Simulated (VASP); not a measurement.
# Lu (Im-3m) in VASP: single point with LDA

Aim: the single point of Lu with LDA.

Everything below comes from runs of VASP 6.6.1. Logs are shortened: lines on timing, memory, paths and dates and some standing lists are left out, and cuts for length are marked.

### 1 The cell of the first run

Symmetry: Im-3m, No. 229, cubic system. Conventional cell: a = 3.908 Å, b = 3.908 Å, c = 3.908 Å, α = 90.00°, β = 90.00°, γ = 90.00°. Lu (site symmetry m-3m) has 14 Lu at 3.38 to 3.91 Å within 4.4 Å.

### 2 Single point, LDA

INCAR

```
ALGO     = Normal         # electronic algorithm
EDIFF    = 1E-6           # SCF threshold, eV
ENCUT    = 520            # plane-wave cutoff, eV
GGA      = CA             # functional
ISIF     = 2              # what is computed and relaxed
ISMEAR   = -1             # smearing method
LASPH    = T              # aspherical terms in the spheres
LCHARG   = F              # write CHGCAR
LREAL    = F              # projectors in reciprocal space
LWAVE    = F              # write WAVECAR
NBANDS   = 18             # bands
NELM     = 80             # most SCF steps
PREC     = Accurate       # precision mode
SIGMA    = 0.1            # smearing width, eV
```

KPOINTS

```
k-points
0
Gamma
  12 12 12
```

POSCAR

```
Lu
1.0
   -1.9541071100      1.9541071100      1.9541071100
    1.9541071100     -1.9541071100      1.9541071100
    1.9541071100      1.9541071100     -1.9541071100
Lu
1
Direct
    0.0000000000      0.0000000000      0.0000000000
```

Potentials or basis: VASP PAW PBE potentials, release 64 (Lu).

Started as:

```sh
cat potpaw_PBE.64/Lu/POTCAR > POTCAR
mpirun -np 1 vasp_std > vasp.out
```

OUTCAR:

```text
EDIFF = 1E-6
   ENCUT = 520
   GGA = CA
   ISIF = 2
   ISMEAR = -1
   LASPH = T
   LREAL = F
   NELM = 80
   PREC = Accurate

 ion  position               nearest neighbor table
   1  0.000  0.000  0.000-

  LATTYP: Found a body centered cubic cell.
 ALAT       =     3.9082142200

  Lattice vectors:

 A1 = (  -1.9541071100,   1.9541071100,   1.9541071100)
 A2 = (   1.9541071100,  -1.9541071100,   1.9541071100)
 A3 = (   1.9541071100,   1.9541071100,  -1.9541071100)

Analysis of symmetry for initial positions (statically):
=====================================================================
 Subroutine PRICEL returns:
 Original cell was already a primitive cell.

 Routine SETGRP: Setting up the symmetry group for a
 body centered cubic supercell.

 Subroutine GETGRP returns: Found 48 space group operations
 (whereof 48 operations were pure point group operations)
 out of a pool of 48 trial point group operations.

The static configuration has the point symmetry O_h .

Analysis of symmetry for dynamics (positions and initial velocities):
=====================================================================
 Subroutine PRICEL returns:
 Original cell was already a primitive cell.

 Routine SETGRP: Setting up the symmetry group for a
 body centered cubic supercell.

 Subroutine GETGRP returns: Found 48 space group operations
 (whereof 48 operations were pure point group operations)
 out of a pool of 48 trial point group operations.

The dynamic configuration has the point symmetry O_h .

 Subroutine INISYM returns: Found 48 space group operations
 (whereof 48 operations are pure point group operations),
 and found     1 'primitive' translations

----------------------------------------------------------------------------------------

                                     Primitive cell

  volume of cell :      29.8473

  direct lattice vectors                    reciprocal lattice vectors
    -1.954107110  1.954107110  1.954107110     0.000000000  0.255871338  0.255871338
     1.954107110 -1.954107110  1.954107110     0.255871338  0.000000000  0.255871338
     1.954107110  1.954107110 -1.954107110     0.255871338  0.255871338  0.000000000

  length of vectors
     3.384612798  3.384612798  3.384612798     0.361856716  0.361856716  0.361856716

  position of ions in fractional coordinates (direct lattice)
     0.000000000  0.000000000  0.000000000

  ion indices of the primitive-cell ions
   primitive index   ion index
                 1           1

----------------------------------------------------------------------------------------

 KPOINTS: k-points

Automatic generation of k-mesh.
 Grid dimensions read from file:
 generate k-points for:   12   12   12

 Generating k-lattice:

  Cartesian coordinates                     Fractional coordinates (reciprocal lattice)
     0.000000000  0.021322611  0.021322611     0.083333333  0.000000000  0.000000000
     0.021322611  0.000000000  0.021322611     0.000000000  0.083333333  0.000000000
     0.021322611  0.021322611  0.000000000     0.000000000  0.000000000  0.083333333

  Length of vectors
     0.030154726  0.030154726  0.030154726

  Shift w.r.t. Gamma in fractional coordinates (k-lattice)
     0.000000000  0.000000000  0.000000000

 Subroutine IBZKPT returns following result:
 ===========================================

 Found     72 irreducible k-points:

 Following reciprocal coordinates:
            Coordinates               Weight
  0.000000  0.000000  0.000000      1.000000
  0.083333  0.000000  0.000000     12.000000
  0.166667  0.000000  0.000000     12.000000
  0.250000  0.000000  0.000000     12.000000
  0.333333  0.000000  0.000000     12.000000
  0.416667  0.000000  0.000000     12.000000
[... 16 lines left out ...]
  0.333333  0.083333  0.083333     24.000000
  0.416667  0.083333  0.083333     12.000000
 [... further k-points ...]
   k-points           NKPTS =     72   k-points in BZ     NKDIM =     72   number of bands    NBANDS=     18
   number of dos      NEDOS =    301   number of ions     NIONS =      1
   total plane-waves  NPLWV =  21952
   dimension x,y,z NGX =    28 NGY =   28 NGZ =   28
   dimension x,y,z NGXF=    56 NGYF=   56 NGZF=   56
   ions per type =               1
   NGX,Y,Z   is equivalent  to a cutoff of  13.75, 13.75, 13.75 a.u.
   NGXF,Y,Z  is equivalent  to a cutoff of  27.51, 27.51, 27.51 a.u.
 SYSTEM =  unknown system
   PREC   = accura    normal or accurate (medium, high low for compatibility)
   ISTART =      0    job   : 0-new  1-cont  2-samecut
   ICHARG =      2    charge: 1-file 2-atom 10-const
   ISPIN  =      1    spin polarized calculation?
   LNONCOLLINEAR =      F non collinear calculations
   LSORBIT =      F    spin-orbit coupling
   LASPH  =      T    aspherical Exc in radial PAW
   ENCUT  =  520.0 eV  38.22 Ry    6.18 a.u.   6.29  6.29  6.29*2*pi/ulx,y,z
   NELM   =     80;   NELMIN=  2; NELMDL= -5     # of ELM steps
   EDIFF  = 0.1E-05   stopping-criterion for ELM
   LREAL  =      F    real-space projection
   EDIFFG = 0.1E-04   stopping-criterion for IOM
   NSW    =      0    number of steps for IOM
   IBRION =     -1    ionic relax: 0-MD 1-quasi-New 2-CG
   NFREE  =      0    steps in history (QN), initial steepest desc. (CG)
   ISIF   =      2    stress and relaxation
   ISYM   =      2    0-nonsym 1-usesym 2-fastsym
   POTIM  = 0.5000    time-step for ionic-motion
   TEBEG  =    0.0;   TEEND  =   0.0 temperature during run
   PSTRESS=    0.0 pullay stress
   NELECT =      25.0000    total number of electrons
   NUPDOWN=      -1.0000    fix difference up-down
   EMIN   =  10.00;   EMAX   =-10.00  energy-range for DOS
   EFERMI =   0.00;   METHOD = LEGACY
   ISMEAR =    -1;   SIGMA  =   0.10  broadening in eV -4-tet -1-fermi 0-gaus
   EFERMI_NEDOS =   21; number of points for ismear=-14 and -15
   IALGO  =     38    algorithm
   IMIX   =      4    mixing-type and parameters
     AMIX     =   0.40;   BMIX     =  1.00
     AMIX_MAG =   1.60;   BMIX_MAG =  1.00
  volume/ion in A,a.u.               =      29.85       201.42
  Fermi-wavevector in a.u.,A,eV,Ry     =   1.543191  2.916209 32.401456  2.381440
  Thomas-Fermi vector in A             =   2.648889
   LORBIT       =      0    0 simple, 1 ext, 2 COOP (PROOUT), +10 PAW based schemes
   GGA     = CA    functional components
   LHFCALC =     F    Hartree Fock is set to
   AEXX    =    0.0000 exact exchange contribution
   IVDW    =     0    specifies the selected vdW correction
   LEPSILON=     F    determine dielectric tensor
   LRPA    =     F    only Hartree local field effects (RPA)
 non-spin polarized calculation
  energy-cutoff  :      520.00
  volume of cell :       29.85
 maximum number of plane-waves:       821
 NGX is ok and might be reduce to    28
   NGX = 13   NGY = 13   NGZ = 13

 number of electron      24.9999996 magnetization

 Free energy of the ion-electron system (eV)
  ---------------------------------------------------
  ext. energy  EPLUGINS =         0.00000000
  ---------------------------------------------------
  free energy    TOTEN  =        -5.00579481 eV

  energy without entropy =       -4.93150516  energy(sigma->0) =       -4.96864999

 E-fermi :   1.9781     XC(G=0): -10.8623

 val. band max:        1.9723962200   @ k =   0.2500   0.1667   0.0833
 cond. band min:       2.0008278205   @ k =   0.1667   0.1667   0.1667
 fundamental gap:      0.0284316005
 Fermi energy:         1.9781088983

 k-point     1 :       0.0000    0.0000    0.0000
  band No.  band energies     occupation
      1     -54.1820      2.00000
      2     -24.7987      2.00000
      3     -24.7987      2.00000
      4     -24.7987      2.00000
      5      -4.0744      2.00000
      6      -3.2850      2.00000
[... 10 lines left out ...]
     17       6.1613      0.00000
     18      13.6173      0.00000

 k-point     2 :       0.0833    0.0000    0.0000
  band No.  band energies     occupation
      1     -54.1800      2.00000
      2     -24.8316      2.00000
      3     -24.8093      2.00000
      4     -24.7988      2.00000
      5      -3.8754      2.00000
      6      -3.2833      2.00000
[... 10 lines left out ...]
     17       6.1620      0.00000
     18      13.8029      0.00000

 k-point     3 :       0.1667    0.0000    0.0000
  band No.  band energies     occupation
      1     -54.1746      2.00000
      2     -24.9204      2.00000
      3     -24.8381      2.00000
      4     -24.7989      2.00000
      5      -3.3063      2.00000
      6      -3.2792      2.00000
[... 10 lines left out ...]
     17       6.1896      0.00000
     18      14.0519      0.00000

 k-point     4 :       0.2500    0.0000    0.0000
  band No.  band energies     occupation
      1     -54.1671      2.00000
      2     -25.0389      2.00000
      3     -24.8773      2.00000
      4     -24.7990      2.00000
      5      -3.2754      2.00000
      6      -3.2582      2.00000
[... 10 lines left out ...]
     17       6.2934      0.00000
     18      13.4482      0.00000

 k-point     5 :       0.3333    0.0000    0.0000
  band No.  band energies     occupation
      1     -54.1596      2.00000
      2     -25.1544      2.00000
      3     -24.9160      2.00000
      4     -24.7993      2.00000
      5      -3.2743      2.00000
      6      -3.2497      2.00000
[... 10 lines left out ...]
     17       6.8583      0.00000
     18      11.9376      0.00000

 k-point     6 :       0.4167    0.0000    0.0000
  band No.  band energies     occupation
      1     -54.1542      2.00000
      2     -25.2371      2.00000
      3     -24.9442      2.00000
      4     -24.7994      2.00000
      5      -3.2752      2.00000
      6      -3.2619      2.00000
[... 10 lines left out ...]
     17       8.1350      0.00000
     18      10.5413      0.00000

 k-point     7 :       0.5000    0.0000    0.0000
  band No.  band energies     occupation
      1     -54.1522      2.00000
      2     -25.2670      2.00000
      3     -24.9544      2.00000
      4     -24.7995      2.00000
      5      -3.2759      2.00000
      6      -3.2664      2.00000
[... 10 lines left out ...]
     17       8.8290      0.00000
     18      10.0820      0.00000

 k-point     8 :       0.0833    0.0833    0.0000
  band No.  band energies     occupation
      1     -54.1763      2.00000
      2     -24.8929      2.00000
      3     -24.8207      2.00000
      4     -24.8067      2.00000
      5      -3.4908      2.00000
      6      -3.2801      2.00000
[... 10 lines left out ...]
     17       6.2399      0.00000
     18      14.1113      0.00000
[... 229 lines left out ...]
     17       7.5298      0.00000
     18      10.9403      0.00000

 k-point    20 :       0.0833    0.0833    0.0833
  band No.  band energies     occupation
      1     -54.1715      2.00000
      2     -24.9792      2.00000
      3     -24.8225      2.00000
      4     -24.8225      2.00000
      5      -3.2738      2.00000
      6      -3.2667      2.00000
[... 10 lines left out ...]
     17       5.9958      0.00000
     18      14.4159      0.00000

 k-point    21 :       0.1667    0.0833    0.0833
  band No.  band energies     occupation
      1     -54.1649      2.00000
      2     -25.0742      2.00000
      3     -24.8651      2.00000
      4     -24.8250      2.00000
      5      -3.2680      2.00000
      6      -3.2550      2.00000
[... 10 lines left out ...]
     17       6.3062      0.00000
     18      13.4489      0.00000

 k-point    22 :       0.2500    0.0833    0.0833
  band No.  band energies     occupation
      1     -54.1583      2.00000
      2     -25.1582      2.00000
      3     -24.9168      2.00000
      4     -24.8275      2.00000
      5      -3.2661      2.00000
      6      -3.2581      2.00000
[... 10 lines left out ...]
     17       7.4366      0.00000
     18      11.2882      0.00000

 k-point    23 :       0.3333    0.0833    0.0833
  band No.  band energies     occupation
      1     -54.1535      2.00000
      2     -25.2150      2.00000
      3     -24.9580      2.00000
      4     -24.8294      2.00000
      5      -3.2669      2.00000
      6      -3.2661      2.00000
[... 10 lines left out ...]
     17       8.5429      0.00000
     18       9.7587      0.00000

 k-point    24 :       0.4167    0.0833    0.0833
  band No.  band energies     occupation
      1     -54.1517      2.00000
      2     -25.2351      2.00000
      3     -24.9736      2.00000
      4     -24.8301      2.00000
      5      -3.2685      2.00000
      6      -3.2676      2.00000
[... 10 lines left out ...]
     17       9.0434      0.00000
     18       9.2681      0.00000

 [... further k-points ...]
[... 5 lines left out ...]
  --------------------------------------------------------------------------------------
  -------------------------------------------------------------------------------------
  Total       -0.9352313     -0.9352313     -0.9352313      0.0000000      0.0000000     -0.0000000
  in kB      -50.2024038    -50.2024038    -50.2024038      0.0000000      0.0000000     -0.0000000
  external PRESSURE =     -50.2024038 kB  Pullay stress =       0.0000000 kB

 VOLUME and BASIS-vectors are now :
 -----------------------------------------------------------------------------
  energy-cutoff  :      520.00
  volume of cell :       29.85
      direct lattice vectors                 reciprocal lattice vectors
    -1.954107110  1.954107110  1.954107110     0.000000000  0.255871338  0.255871338
     1.954107110 -1.954107110  1.954107110     0.255871338  0.000000000  0.255871338
     1.954107110  1.954107110 -1.954107110     0.255871338  0.255871338  0.000000000

 POSITION                                       TOTAL-FORCE (eV/Angst)
 -----------------------------------------------------------------------------------
      0.00000      0.00000      0.00000        -0.000000      0.000000      0.000000
 -----------------------------------------------------------------------------------
    total drift:                               -0.000000     -0.000000     -0.000000

  FREE ENERGIE OF THE ION-ELECTRON SYSTEM (eV)
  ---------------------------------------------------
  free  energy   TOTEN  =        -5.0057948091 eV

  energy  without entropy=       -4.9315051622  energy(sigma->0) =       -4.96864999
```

Run time: 17 s. Hardware: 1 thread of Intel Xeon 6975P-C (Granite Rapids), shared host; peak memory 0.17 GiB.

Results:

```
Free energy : -5.0058 eV
Pressure    : -5.0 GPa
```

Levels at points of the mesh, in eV from the Fermi level:
```csv
k point,band 9,band 10,band 11,band 12,band 13,band 14,band 15,band 16
"(0.00, 0.00, 0.00)",-5.17,-5.17,-5.17,-5.16,1.96,1.96,1.96,4.18
"(0.50, 0.00, 0.00)",-5.19,-5.18,-5.17,-2.52,0.29,0.55,3.92,4.87
"(0.50, 0.50, 0.50)",-5.17,-5.17,-5.17,-1.47,-1.47,5.63,5.63,5.63
```

Caveat: the PAW data sets were made with another functional, which shifts forces and pressure a little; spin-orbit coupling is left out, which moves the levels of the heavy elements.
